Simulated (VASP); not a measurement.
# GaN (Pmc2_1) in VASP: further runs, part 2 of 2

VASP 6.6.1.

**5. Single point, LDA (atoms displaced along several vibrational modes)**

INCAR

```
  ALGO = Normal
  EDIFF = 1E-6
  ENCUT = 520
  ISIF = 2
  ISMEAR = 0
  LASPH = T
  LCHARG = T
  LELF = T
  LREAL = F
  LVHAR = T
  LWAVE = F
  NBANDS = 46
  NELM = 80
  PREC = Accurate
  SIGMA = 0.05
```

KPOINTS

```
k-points
0
Gamma
  8 6 6
```

POSCAR

```
GaN
1.0
   -3.1515767111      0.0000000000      0.0000000000
    0.0000000000      0.0000000000     -5.1382481593
    0.0000000000     -5.4586909876      0.0000000000
Ga N
4 4
Direct
    0.5000000000      0.0006159438      0.1731926027
    0.0000000000     -0.0045463949      0.6601453695
    0.0000000000      0.4954536051      0.3398546305
    0.5000000000      0.5006159438      0.8268073973
    0.5000000000      0.6363739558      0.1676247395
    0.0000000000      0.6387695336      0.6657371220
    0.0000000000      0.1387695336      0.3342628780
    0.5000000000      0.1363739558      0.8323752605
```

Command:

```bash
$ cat potpaw_LDA.64/Ga_d/POTCAR potpaw_LDA.64/N/POTCAR > POTCAR
$ mpirun -np 1 vasp_std > vasp.out
```

It took 4 min on 1 thread of Intel Xeon Platinum 8488C (Sapphire Rapids), shared host; peak memory 0.33 GiB.

It converged, with:

```yaml
Free_energy: -55.5490 eV
Pressure: 2.1 GPa
Largest_force: 1.946 eV/Å
Band_gap_on_the_k_mesh: 2.02 eV
```

Forces on the atoms (eV/Å):
```
Ga   0.000  0.822 -0.812
Ga   0.000 -0.846 -1.753
Ga   0.000  0.846 -1.753
Ga   0.000 -0.822 -0.812
N    0.000 -0.018  1.115
N    0.000 -0.035  1.449
N    0.000  0.035  1.449
N    0.000  0.018  1.115
```

Stress tensor (GPa, compression positive):
```
-1.93  0.00  0.00
 0.00 -1.95  0.00
 0.00  0.00 10.23
```

Levels at points of the mesh, in eV from the valence-band top:
```tsv
k point	band 33	band 34	band 35	band 36	band 37	band 38	band 39	band 40
(0.00, 0.00, 0.00)	-0.80	-0.35	-0.01	0.00	2.02	4.42	4.96	5.48
(0.50, 0.00, 0.00)	-2.52	-2.20	-2.07	-2.02	4.96	5.37	6.63	6.81
(0.00, 0.50, 0.00)	-0.62	-0.62	-0.59	-0.59	4.14	4.14	4.35	4.35
(0.50, 0.50, 0.00)	-2.10	-2.10	-1.83	-1.83	5.60	5.60	5.85	5.85
(0.00, 0.00, 0.50)	-1.13	-1.02	-0.51	-0.36	4.23	4.44	5.95	6.02
(0.50, 0.00, 0.50)	-2.77	-2.61	-0.98	-0.87	4.77	5.14	5.33	5.62
(0.00, 0.50, 0.50)	-1.61	-1.61	-1.14	-1.14	4.99	4.99	5.27	5.27
(0.50, 0.50, 0.50)	-2.06	-2.06	-1.91	-1.91	4.02	4.02	4.37	4.37
```

Caveat: the cell differs from its parent crystal (atoms displaced along several vibrational modes); the stress differs along the axes, from -2 to 10 GPa; forces of over 1 eV/Å act on the atoms, so gaps and moduli don't describe the material at rest.

**6. Single point, LDA (atoms displaced along several vibrational modes)**

INCAR

```
SYSTEM = GaN
  PREC = Accurate
  ENCUT = 520
  EDIFF = 1E-6
  ISMEAR = 0
  SIGMA = 0.05
  LREAL = .False.
  LASPH = .True.
  NELM = 60
  ALGO = Normal
  ISIF = 2
  LWAVE = .False.
  LCHARG = .False.
  GGA = CA
  NBANDS = 46
```

KPOINTS

```
Automatic mesh
0
Gamma
  8 6 6
  0 0 0
```

POSCAR

```
GaN
1.0
   -3.1515767111      0.0000000000      0.0000000000
    0.0000000000      0.0000000000     -5.1382481593
    0.0000000000     -5.4586909876      0.0000000000
Ga N
4 4
Direct
    0.5000000000      0.0015034667      0.1731918307
    0.0000000000     -0.0036588720      0.6601445975
    0.0000000000      0.4963411280      0.3398554025
    0.5000000000      0.5015034667      0.8268081693
    0.5000000000      0.6319561106      0.1676199918
    0.0000000000      0.6343516884      0.6657323743
    0.0000000000      0.1343516884      0.3342676257
    0.5000000000      0.1319561106      0.8323800082
```

Potentials or basis: VASP PAW LDA potentials, release 64 (Ga_d, N).

Command:

```bash
$ cat potpaw_LDA.64/Ga_d/POTCAR potpaw_LDA.64/N/POTCAR > POTCAR
$ mpirun -np 1 vasp_std > vasp.out
```

OUTCAR:

```text
SYSTEM = GaN
   PREC = Accurate
   ENCUT = 520
   EDIFF = 1E-6
   ISMEAR = 0
   LREAL = .False.
   LASPH = .True.
   NELM = 60
   ISIF = 2
   GGA = CA

 ion  position               nearest neighbor table
   1  0.500  0.002  0.173-   5 1.90   7 1.93   7 1.93   8 1.98
   2  0.000  0.996  0.660-   6 1.86   7 1.91   8 1.96   8 1.96
   3  0.000  0.496  0.340-   7 1.86   6 1.91   5 1.96   5 1.96
   4  0.500  0.502  0.827-   8 1.90   6 1.93   6 1.93   5 1.98
   5  0.500  0.632  0.168-   1 1.90   3 1.96   3 1.96   4 1.98
   6  0.000  0.634  0.666-   2 1.86   3 1.91   4 1.93   4 1.93
   7  0.000  0.134  0.334-   3 1.86   2 1.91   1 1.93   1 1.93
   8  0.500  0.132  0.832-   4 1.90   2 1.96   2 1.96   1 1.98

  LATTYP: Found a simple orthorhombic cell.
 ALAT       =     3.1515767111
 B/A-ratio  =     1.6303738193
 C/A-ratio  =     1.7320508076

  Lattice vectors:

 A1 = (  -3.1515767111,   0.0000000000,   0.0000000000)
 A2 = (   0.0000000000,   0.0000000000,  -5.1382481593)
 A3 = (   0.0000000000,  -5.4586909876,   0.0000000000)

Analysis of symmetry for initial positions (statically):
=====================================================================
 Subroutine PRICEL returns:
 Original cell was already a primitive cell.

 Routine SETGRP: Setting up the symmetry group for a
 simple orthorhombic supercell.

 Subroutine GETGRP returns: Found  4 space group operations
 (whereof  2 operations were pure point group operations)
 out of a pool of  8 trial point group operations.

The static configuration has the point symmetry C_1h.
 The point group associated with its full space group is C_2v.

Analysis of symmetry for dynamics (positions and initial velocities):
=====================================================================
 Subroutine PRICEL returns:
[... 145 lines left out ...]
  Thomas-Fermi vector in A             =   2.636583
   LORBIT       =      0    0 simple, 1 ext, 2 COOP (PROOUT), +10 PAW based schemes
   GGA     = CA    functional components
   LHFCALC =     F    Hartree Fock is set to
   AEXX    =    0.0000 exact exchange contribution
   IVDW    =     0    specifies the selected vdW correction
   LEPSILON=     F    determine dielectric tensor
   LRPA    =     F    only Hartree local field effects (RPA)
 non-spin polarized calculation
 Gauss-broadening in eV      SIGMA  =   0.05
  energy-cutoff  :      520.00
  volume of cell :       88.40
 maximum number of plane-waves:      2408
 NGX is ok and might be reduce to    24
   NGX = 11   NGY = 19   NGZ = 21

 number of electron      71.9999989 magnetization

 Free energy of the ion-electron system (eV)
  ---------------------------------------------------
  ext. energy  EPLUGINS =         0.00000000
  ---------------------------------------------------
  free energy    TOTEN  =       -55.66148709 eV

  energy without entropy =      -55.66148709  energy(sigma->0) =      -55.66148709

 E-fermi :   5.7849     XC(G=0): -12.3002

 val. band max:        5.5159215774   @ k =   0.0000   0.0000   0.0000
 cond. band min:       7.5680872701   @ k =   0.0000   0.0000   0.0000
 fundamental gap:      2.0521656927
 Fermi energy:         5.7848987959

 k-point     1 :       0.0000    0.0000    0.0000
  band No.  band energies     occupation
      1     -10.7676      2.00000
      2      -9.9395      2.00000
      3      -9.5263      2.00000
      4      -9.5152      2.00000
      5      -8.1852      2.00000
      6      -8.1401      2.00000
[... 1165 lines left out ...]
     45      15.1619      0.00000
     46      15.3404      0.00000

 [... further k-points ...]

------------------------ aborting loop because EDIFF is reached ----------------------------------------

  FORCE on cell =-STRESS in cart. coord.  units (eV):
  Direction    XX          YY          ZZ          XY          YZ          ZX
  --------------------------------------------------------------------------------------
  -------------------------------------------------------------------------------------
  Total       -0.4668298     -0.4749726      3.7137063      0.0000000      0.0000000      0.0000000
  in kB       -8.4613107     -8.6089009     67.3110966      0.0000000      0.0000000      0.0000000
  external PRESSURE =      16.7469616 kB  Pullay stress =       0.0000000 kB

 VOLUME and BASIS-vectors are now :
 -----------------------------------------------------------------------------
  energy-cutoff  :      520.00
  volume of cell :       88.40
      direct lattice vectors                 reciprocal lattice vectors
    -3.151576711  0.000000000  0.000000000    -0.317301494  0.000000000  0.000000000
     0.000000000  0.000000000 -5.138248159     0.000000000  0.000000000 -0.194618860
     0.000000000 -5.458690988  0.000000000     0.000000000 -0.183194103  0.000000000

 POSITION                                       TOTAL-FORCE (eV/Angst)
 -----------------------------------------------------------------------------------
     -1.57579     -0.94540     -0.00773         0.000000      0.854321     -0.367260
      0.00000     -3.60353     -5.11945         0.000000     -0.883390     -1.217239
      0.00000     -1.85517     -2.55032         0.000000      0.883390     -1.217239
     -1.57579     -4.51329     -2.57685         0.000000     -0.854321     -0.367260
     -1.57579     -0.91499     -3.24715         0.000000     -0.013310      0.676544
      0.00000     -3.63403     -3.25946         0.000000     -0.042658      0.907955
      0.00000     -1.82466     -0.69033         0.000000      0.042658      0.907955
     -1.57579     -4.54371     -0.67802         0.000000      0.013310      0.676544
 -----------------------------------------------------------------------------------
    total drift:                               -0.000000      0.000010     -0.001108

  FREE ENERGIE OF THE ION-ELECTRON SYSTEM (eV)
  ---------------------------------------------------
  free  energy   TOTEN  =       -55.6614870916 eV

  energy  without entropy=      -55.6614870916  energy(sigma->0) =      -55.66148709
```

Wall time 5 min (1 thread of Intel Xeon Platinum 8488C (Sapphire Rapids), shared host); peak memory 0.33 GiB.

What came out:

```
Free energy            : -55.6615 eV
Pressure               : 1.7 GPa
Largest force          : 1.504 eV/Å
Band gap on the k mesh : 2.05 eV
```

Forces in eV/Å, atoms in the order of the input:
```
Ga   0.000  0.854 -0.367
Ga   0.000 -0.883 -1.217
Ga   0.000  0.883 -1.217
Ga   0.000 -0.854 -0.367
N    0.000 -0.013  0.677
N    0.000 -0.043  0.908
N    0.000  0.043  0.908
N    0.000  0.013  0.677
```

Levels at points of the mesh, in eV from the valence-band top:
```csv
k point,band 33,band 34,band 35,band 36,band 37,band 38,band 39,band 40
"(0.00, 0.00, 0.00)",-0.83,-0.25,-0.01,0.00,2.05,4.40,4.97,5.54
"(0.50, 0.00, 0.00)",-2.41,-2.13,-2.10,-2.08,5.10,5.52,6.66,6.83
"(0.00, 0.50, 0.00)",-0.60,-0.60,-0.57,-0.57,4.19,4.19,4.39,4.39
"(0.50, 0.50, 0.00)",-2.04,-2.04,-1.76,-1.76,5.64,5.64,5.90,5.90
"(0.00, 0.00, 0.50)",-1.03,-0.92,-0.54,-0.38,4.25,4.46,5.95,6.03
"(0.50, 0.00, 0.50)",-2.67,-2.50,-1.03,-0.91,4.77,5.15,5.40,5.67
"(0.00, 0.50, 0.50)",-1.61,-1.61,-1.14,-1.14,5.04,5.04,5.32,5.32
"(0.50, 0.50, 0.50)",-2.07,-2.07,-1.90,-1.90,4.08,4.08,4.43,4.43
```

Caveat: the cell differs from its parent crystal (atoms displaced along several vibrational modes); the stress differs along the axes, from -1 to 7 GPa; forces of over 1 eV/Å act on the atoms, so gaps and moduli don't describe the material at rest.

**7. Summary**

```csv
cell,gap on the mesh (eV),pressure (GPa),largest force (eV/Å)
"as given, atomic positions A",2.01,3.1,2.07
"as given, atomic positions B",2.01,2.6,2.14
"as given, atomic positions C",2.07,1.5,1.10
"as given, atomic positions D",2.02,2.1,1.95
"as given, atomic positions E",2.05,1.7,1.50
```

Alike in all rows: task single point; level LDA; potentials or basis VASP PAW LDA potentials, release 64 (Ga_d, N); no spin polarisation; k mesh 8 × 6 × 6; cutoff (eV) 520; smearing gaussian 0.05 eV.

Caveats: forces of over 1 eV/Å act on the atoms, so gaps and moduli don't describe the material at rest; the stress differs along the axes, from -1 to 7 GPa (at least some runs); the stress differs along the axes, from -4 to 7 GPa (at least some runs); the stress differs along the axes, from -3 to 14 GPa (at least some runs); the stress differs along the axes, from -2 to 10 GPa (at least some runs).

Absolute energies hang on the potentials; compare differences alone.
